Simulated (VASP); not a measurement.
# KBaI3 (P4/mmm) in VASP: further runs

Runs on KBaI3. Level: HSE06. Tasks: single point.

Program: VASP 6.6.1. These are calculated values, not measurements. Logs are shortened: lines on timing, memory, paths and dates and some standing lists are left out, and cuts for length are marked.

## Step 1: The cell of the first run

It takes space group P4/mmm (No. 123, tetragonal). Conventional cell: a = 6.719 Å, b = 6.719 Å, c = 6.686 Å, α = 90.00°, β = 90.00°, γ = 90.00°. Ba (site symmetry 4/mmm) has 6 I at 3.34 to 3.36 Å within 4.4 Å. Within 4.4 Å of I (site symmetry 4/mmm) lie 2 Ba at 3.34 Å. I (site symmetry mmm) has 2 Ba at 3.36 Å within 4.4 Å.

## Step 2: Single point, HSE06 (uniaxial z strain -0.5%)

Contents of POSCAR:

```
KBaI3
1.0
    6.7191904481      0.0000000000      0.0000000000
    0.0000000000      6.7191904481      0.0000000000
    0.0000000000      0.0000000000      6.6855944959
K Ba I
1 1 3
Direct
    0.0000000000      0.0000000000      0.0000000000
    0.5000000000      0.5000000000      0.5000000000
    0.5000000000      0.5000000000      0.0000000000
    0.5000000000      0.0000000000      0.5000000000
    0.0000000000      0.5000000000      0.5000000000
```

Contents of INCAR.step1:

```
  PREC = Accurate
  ENCUT = 400
  EDIFF = 1E-5
  ISMEAR = 0
  SIGMA = 0.01
  LREAL = False
  LASPH = True
  NELM = 120
  ALGO = Normal
  ISIF = 2
  LWAVE = True
  GGA = PE
  NBANDS = 28
  GGA_COMPAT = False
```

Contents of INCAR.step2:

```
  PREC = Accurate
  ENCUT = 400
  EDIFF = 1E-6
  ISMEAR = 0
  SIGMA = 0.01
  LREAL = False
  LASPH = True
  NELM = 120
  ALGO = Normal
  ISIF = 2
  LWAVE = False
  LCHARG = True
  GGA = PE
  LHFCALC = True
  HFSCREEN = 0.2079
  PRECFOCK = Normal
  LELF = True
  LVHAR = True
  ISTART = 1
  NBANDS = 28
  GGA_COMPAT = False
```

Contents of KPOINTS:

```
Automatic mesh
0
Gamma
  2 2 2
```

Potentials or basis: VASP PAW PBE potentials, release 64 (K_sv, Ba_sv, I).

Launch:

```
cat potpaw_PBE.64/K_sv/POTCAR potpaw_PBE.64/Ba_sv/POTCAR potpaw_PBE.64/I/POTCAR > POTCAR
cp INCAR.step1 INCAR
mpirun -np 1 vasp_std > vasp.out
cp INCAR.step2 INCAR
mpirun -np 1 vasp_std > vasp.out
```

OUTCAR:

```text
PREC = Accurate
   ENCUT = 400
   EDIFF = 1E-6
   ISMEAR = 0
   LREAL = False
   LASPH = True
   NELM = 120
   ISIF = 2
   GGA = PE
   LHFCALC = True
   HFSCREEN = 0.2079
   PRECFOCK = Normal
   ISTART = 1

 ion  position               nearest neighbor table
   1  0.000  0.000  0.000-
   2  0.500  0.500  0.500-   3 3.34   3 3.34   5 3.36   4 3.36   4 3.36   5 3.36
   3  0.500  0.500  0.000-   2 3.34   2 3.34
   4  0.500  0.000  0.500-   2 3.36   2 3.36
   5  0.000  0.500  0.500-   2 3.36   2 3.36

  LATTYP: Found a simple tetragonal cell.
 ALAT       =     6.7191904481
 C/A-ratio  =     0.9950000000

  Lattice vectors:

 A1 = (   6.7191904481,   0.0000000000,   0.0000000000)
 A2 = (   0.0000000000,   6.7191904481,   0.0000000000)
 A3 = (   0.0000000000,   0.0000000000,   6.6855944959)

Analysis of symmetry for initial positions (statically):
=====================================================================
 Subroutine PRICEL returns:
 Original cell was already a primitive cell.

 Routine SETGRP: Setting up the symmetry group for a
 simple tetragonal supercell.

 Subroutine GETGRP returns: Found 16 space group operations
 (whereof 16 operations were pure point group operations)
 out of a pool of 16 trial point group operations.

The static configuration has the point symmetry D_4h.

Analysis of symmetry for dynamics (positions and initial velocities):
=====================================================================
 Subroutine PRICEL returns:
 Original cell was already a primitive cell.

 Routine SETGRP: Setting up the symmetry group for a
 simple tetragonal supercell.

 Subroutine GETGRP returns: Found 16 space group operations
 (whereof 16 operations were pure point group operations)
 out of a pool of 16 trial point group operations.

The dynamic configuration has the point symmetry D_4h.

 Subroutine INISYM returns: Found 16 space group operations
 (whereof 16 operations are pure point group operations),
 and found     1 'primitive' translations

----------------------------------------------------------------------------------------

                                     Primitive cell

  volume of cell :     301.8380
[... 81 lines left out ...]
   NFREE  =      0    steps in history (QN), initial steepest desc. (CG)
   ISIF   =      2    stress and relaxation
   ISYM   =      3    0-nonsym 1-usesym 2-fastsym
   POTIM  = 0.5000    time-step for ionic-motion
   TEBEG  =    0.0;   TEEND  =   0.0 temperature during run
   PSTRESS=    0.0 pullay stress
   NELECT =      40.0000    total number of electrons
   NUPDOWN=      -1.0000    fix difference up-down
   EMIN   =  10.00;   EMAX   =-10.00  energy-range for DOS
   EFERMI =   0.00;   METHOD = LEGACY
   ISMEAR =     0;   SIGMA  =   0.01  broadening in eV -4-tet -1-fermi 0-gaus
   EFERMI_NEDOS =   21; number of points for ismear=-14 and -15
   IALGO  =     38    algorithm
   IMIX   =      1    mixing-type and parameters
     AMIX     =   0.40;   BMIX     =  1.00
     AMIX_MAG =   1.60;   BMIX_MAG =  1.00
  volume/ion in A,a.u.               =      60.37       407.38
  Fermi-wavevector in a.u.,A,eV,Ry     =   0.834648  1.577257  9.478333  0.696638
  Thomas-Fermi vector in A             =   1.948075
   LORBIT       =      0    0 simple, 1 ext, 2 COOP (PROOUT), +10 PAW based schemes
   GGA     = PE    functional components
   LHFCALC =     T    Hartree Fock is set to
   PRECFOCK=normal    Normal, Fast or Accurate (Low or Medium for compatibility)
   ENCUT4O =  -1.0   cutoff for four orbital integrals eV
   NKREDX  =     1    reduce k-point grid by
   NKREDY  =     1    reduce k-point grid by
   NKREDZ  =     1    reduce k-point grid by
   AEXX    =    0.2500 exact exchange contribution
   HFSCREEN=    0.2079 screening length (either q_TF or 0.3 A-1)
   HFSCREENC=   0.2079 screening length for correlation (either q_TF or 0.3 A-1)
   ENCUTFOCK=  -1.0 apply spherical cutoff to Coloumb kernel
   IVDW    =     0    specifies the selected vdW correction
   LEPSILON=     F    determine dielectric tensor
   LRPA    =     F    only Hartree local field effects (RPA)
 non-spin polarized calculation
 Gauss-broadening in eV      SIGMA  =   0.01
  energy-cutoff  :      400.00
  volume of cell :      301.84
 maximum number of plane-waves:      5520
 NGX is ok and might be reduce to    48
  NGX = 36; NGY = 36; NGZ = 36

 number of electron      39.9999997 magnetization

 Free energy of the ion-electron system (eV)
  ---------------------------------------------------
  ext. energy  EPLUGINS =         0.00000000
  ---------------------------------------------------
  free energy    TOTEN  =       -17.40623844 eV

  energy without entropy =      -17.40623844  energy(sigma->0) =      -17.40623844

 E-fermi :  -1.3474     XC(G=0):  -5.3674

 val. band max:       -1.4555922125   @ k =   0.5000   0.5000   0.5000
 cond. band min:       2.5671884570   @ k =   0.0000   0.0000   0.0000
 fundamental gap:      4.0227806694
 Fermi energy:        -1.3473813755

 k-point     1 :       0.0000    0.0000    0.0000
  band No.  band energies     occupation
      1     -34.2214      2.00000
      2     -29.4914      2.00000
      3     -16.3089      2.00000
      4     -16.3089      2.00000
      5     -16.3088      2.00000
      6     -13.7600      2.00000
[... 175 lines left out ...]
     27       5.6578      0.00000
     28       6.4182      0.00000

------------------------ aborting loop because EDIFF is reached ----------------------------------------

  FORCE on cell =-STRESS in cart. coord.  units (eV):
  Direction    XX          YY          ZZ          XY          YZ          ZX
  --------------------------------------------------------------------------------------
  -------------------------------------------------------------------------------------
  Total        0.6248998      0.6248998      0.9168521      0.0000000      0.0000000      0.0000000
  in kB        3.3170118      3.3170118      4.8667153      0.0000000      0.0000000      0.0000000
  external PRESSURE =       3.8335796 kB  Pullay stress =       0.0000000 kB

 VOLUME and BASIS-vectors are now :
 -----------------------------------------------------------------------------
  energy-cutoff  :      400.00
  volume of cell :      301.84
      direct lattice vectors                 reciprocal lattice vectors
     6.719190448  0.000000000  0.000000000     0.148827453  0.000000000  0.000000000
     0.000000000  6.719190448  0.000000000     0.000000000  0.148827453  0.000000000
     0.000000000  0.000000000  6.685594496     0.000000000  0.000000000  0.149575330

 POSITION                                       TOTAL-FORCE (eV/Angst)
 -----------------------------------------------------------------------------------
      0.00000      0.00000      0.00000         0.000000      0.000000      0.000000
      3.35960      3.35960      3.34280         0.000000      0.000000      0.000000
      3.35960      3.35960      0.00000         0.000000      0.000000      0.000000
      3.35960      0.00000      3.34280         0.000000      0.000000      0.000000
      0.00000      3.35960      3.34280         0.000000      0.000000      0.000000
 -----------------------------------------------------------------------------------
    total drift:                                0.000000      0.000000     -0.000000

  FREE ENERGIE OF THE ION-ELECTRON SYSTEM (eV)
  ---------------------------------------------------
  free  energy   TOTEN  =       -17.4062384444 eV

  energy  without entropy=      -17.4062384444  energy(sigma->0) =      -17.40623844
```

OUTCAR.step1:

```text
PREC = Accurate
   ENCUT = 400
   EDIFF = 1E-5
   ISMEAR = 0
   LREAL = False
[... 399 lines left out ...]
      3.35960      3.35960      3.34280         0.000000      0.000000      0.000000
      3.35960      3.35960      0.00000         0.000000      0.000000      0.000000
      3.35960      0.00000      3.34280         0.000000      0.000000      0.000000
      0.00000      3.35960      3.34280         0.000000      0.000000      0.000000
 -----------------------------------------------------------------------------------
    total drift:                               -0.000000     -0.000000     -0.000000

  FREE ENERGIE OF THE ION-ELECTRON SYSTEM (eV)
  ---------------------------------------------------
  free  energy   TOTEN  =       -15.0266612062 eV

  energy  without entropy=      -15.0266612062  energy(sigma->0) =      -15.02666121
```

OSZICAR.step1:

```text
N       E                     dE             d eps       ncg     rms          rms(c)
DAV:   1     0.256858551982E+03    0.25686E+03   -0.12986E+04   336   0.927E+02
DAV:   2     0.808321938220E+01   -0.24878E+03   -0.24397E+03   460   0.208E+02
DAV:   3    -0.149115562828E+02   -0.22995E+02   -0.22944E+02   464   0.653E+01
DAV:   4    -0.155970202054E+02   -0.68546E+00   -0.68410E+00   532   0.113E+01
DAV:   5    -0.156100103165E+02   -0.12990E-01   -0.12988E-01   464   0.141E+00    0.437E+00
DAV:   6    -0.152253261785E+02    0.38468E+00   -0.41978E-01   392   0.210E+00    0.296E+00
DAV:   7    -0.150465734421E+02    0.17875E+00   -0.55460E-01   444   0.304E+00    0.110E+00
DAV:   8    -0.150285206648E+02    0.18053E-01   -0.60046E-02   488   0.116E+00    0.309E-01
DAV:   9    -0.150271216805E+02    0.13990E-02   -0.66683E-03   460   0.344E-01    0.182E-01
DAV:  10    -0.150265517832E+02    0.56990E-03   -0.31664E-03   420   0.233E-01    0.626E-02
DAV:  11    -0.150266319372E+02   -0.80154E-04   -0.59067E-04   500   0.931E-02    0.227E-02
DAV:  12    -0.150266522755E+02   -0.20338E-04   -0.21795E-05   388   0.232E-02    0.814E-03
DAV:  13    -0.150266612062E+02   -0.89307E-05   -0.74262E-06   312   0.138E-02
   1 F= -.15026661E+02 E0= -.15026661E+02  d E =-.128020E-18
```

It took 12 min on 1 thread of AMD EPYC 7R13 (Zen 3), shared host; peak memory 0.46 GiB.

What came out:

```yaml
Free_energy: -17.4062 eV
Pressure: 0.4 GPa
Band_gap_on_the_k_mesh: 4.02 eV (least direct gap 4.22 eV)
```

Stress tensor (GPa, compression positive):
```
0.33 0.00 0.00
0.00 0.33 0.00
0.00 0.00 0.49
```

Caveat: the k points lie up to 0.47 Å⁻¹ apart; the cell differs from its parent crystal (uniaxial z strain -0.5%); the PAW data sets were made with another functional, which shifts forces and pressure a little; spin-orbit coupling is left out, which moves the levels of the heavy elements. A k mesh can miss the band edges.

## Step 3: Single point, HSE06 (uniaxial x strain +2.0%)

POSCAR: that of step 2 with these lines changed.

```diff
@@ -2,5 +2,5 @@
 1.0
-    6.7191904481      0.0000000000      0.0000000000
+    6.8535742571      0.0000000000      0.0000000000
     0.0000000000      6.7191904481      0.0000000000
-    0.0000000000      0.0000000000      6.6855944959
+    0.0000000000      0.0000000000      6.7191904481
 K Ba I
```

Contents of INCAR.step1:

```
ALGO = Normal
EDIFF = 1E-5
ENCUT = 400
GGA = PE
GGA_COMPAT = False
ISIF = 2
ISMEAR = 0
LASPH = True
LCHARG = False
LREAL = False
LWAVE = True
NBANDS = 28
NELM = 120
PREC = Accurate
SIGMA = 0.01
```

Contents of INCAR.step2:

```
ALGO = Normal
EDIFF = 1E-6
ENCUT = 400
GGA = PE
GGA_COMPAT = False
HFSCREEN = 0.2079
ISIF = 2
ISMEAR = 0
ISTART = 1
LASPH = True
LCHARG = False
LHFCALC = True
LREAL = False
LWAVE = False
NBANDS = 28
NELM = 120
PREC = Accurate
PRECFOCK = Normal
SIGMA = 0.01
```

Contents of KPOINTS:

```
k-points
0
Gamma
  2 2 2
```

Potentials or basis: VASP PAW PBE potentials, release 64 (K_sv, Ba_sv, I).

Launch:

```
cat potpaw_PBE.64/K_sv/POTCAR potpaw_PBE.64/Ba_sv/POTCAR potpaw_PBE.64/I/POTCAR > POTCAR
cp INCAR.step1 INCAR
mpirun -np 1 vasp_std > vasp.out
cp INCAR.step2 INCAR
mpirun -np 1 vasp_std > vasp.out
```

Run time: 15 min. Hardware: 1 thread of AMD EPYC 7R13 (Zen 3), shared host; peak memory 0.45 GiB.

The run converged. Its results:

```yaml
Free_energy: -17.4109 eV
Pressure: 0.1 GPa
Band_gap_on_the_k_mesh: 3.99 eV (least direct gap 4.21 eV)
```

Stress tensor (GPa, compression positive):
```
-0.27  0.00  0.00
 0.00  0.26  0.00
 0.00  0.00  0.26
```

Levels at points of the mesh, in eV from the valence-band top:
```csv
k point,band 16,band 17,band 18,band 19,band 20,band 21,band 22,band 23,band 24,band 25
"(0.00, 0.00, 0.00)",-0.42,-0.42,-0.23,-0.21,-0.21,3.99,4.98,4.99,4.99,6.23
"(0.50, 0.00, 0.00)",-0.63,-0.63,-0.50,-0.27,-0.27,5.07,5.14,5.53,5.94,5.94
"(0.00, 0.50, 0.00)",-0.69,-0.68,-0.49,-0.29,-0.28,5.10,5.20,5.49,6.03,6.04
"(0.50, 0.50, 0.00)",-0.63,-0.63,-0.63,-0.63,-0.03,5.47,6.04,6.13,6.39,6.49
"(0.00, 0.50, 0.50)",-0.69,-0.64,-0.60,-0.60,0.00,5.45,6.16,6.16,6.25,6.54
"(0.50, 0.50, 0.50)",-1.23,-1.23,-0.02,-0.02,0.00,4.76,6.47,6.47,6.50,7.00
```

Caveat: the k points lie up to 0.47 Å⁻¹ apart; the cell differs from its parent crystal (uniaxial x strain +2.0%); the PAW data sets were made with another functional, which shifts forces and pressure a little; spin-orbit coupling is left out, which moves the levels of the heavy elements.
